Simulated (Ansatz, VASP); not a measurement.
## Sb: VASP beside Ansatz

The input INCAR:

```
PREC = Accurate
ENCUT = 520
EDIFF = 1E-6
ISMEAR = 0
SIGMA = 0.1
LREAL = False
LASPH = True
NELM = 80
ALGO = Normal
ISIF = 2
LWAVE = False
LCHARG = False
GGA = PE
NBANDS = 12
```

KPOINTS

```
Automatic mesh
0
Gamma
  15 15 8
```

File POSCAR:

```
Sb
1.0
    3.4046778914      0.0000000000      0.0000000000
   -1.7023389458      2.9485375457      0.0000000000
    0.0000000000      0.0000000000      4.9067447000
Sb
2
Direct
    0.3333333333      0.6666666667      0.2500000000
    0.6666666667      0.3333333333      0.7500000000
```

Input for Ansatz:

```yaml
crystal:
  lattice:
    - [3.4046778914, 0.0, 0.0]
    - [-1.7023389458, 2.9485375457, 0.0]
    - [0.0, 0.0, 4.9067447]
  atoms:
    - { symbol: Sb, position: [0.3333333333, 0.6666666667, 0.25] }
    - { symbol: Sb, position: [0.6666666667, 0.3333333333, 0.75] }
basis:
  ecutwfc: 420
kpoints:
  mp_grid: { grid: [15, 15, 8] }
hamiltonian:
  xc: pbe
scf:
  occupations: { method: gaussian, width: 0.1 }
output:
  forces: true
  stress: true
  eigenvalues: true
```

Alike in both runs: task single point; functional PBE; k mesh 15 × 15 × 8; occupations gaussian, width 0.1 eV; no spin polarisation.

|  | VASP | Ansatz |
| --- | --- | --- |
| version | VASP 6.6.1 | Ansatz 0.2.0 |
| potentials or method | VASP PAW PBE potentials, release 64 (Sb), cutoff 520 eV | scalar-relativistic, plane waves, PAW |
| valence electrons in the cell | 10 | 30 |

Ansatz gave:

| Property | Result |
| --- | --- |
| gap on the k mesh at the Fermi level (eV) | none |
| pressure (GPa) | 8.5 |
| traceless stress, the component that is largest in VASP (GPa) | 0.18 |

Problem. What did VASP give for the same quantities?

Solution. gap on the k mesh at the Fermi level (eV): none; pressure (GPa): 8.3; traceless stress, the component that is largest in VASP (GPa): 0.20.

A gap of «none» marks a metal or a gap that the smearing closes. VASP's potentials hold 10 valence electrons a cell and Ansatz's 30, so a difference there can come from the potentials and not from the codes.

Neither program's run includes spin-orbit coupling.
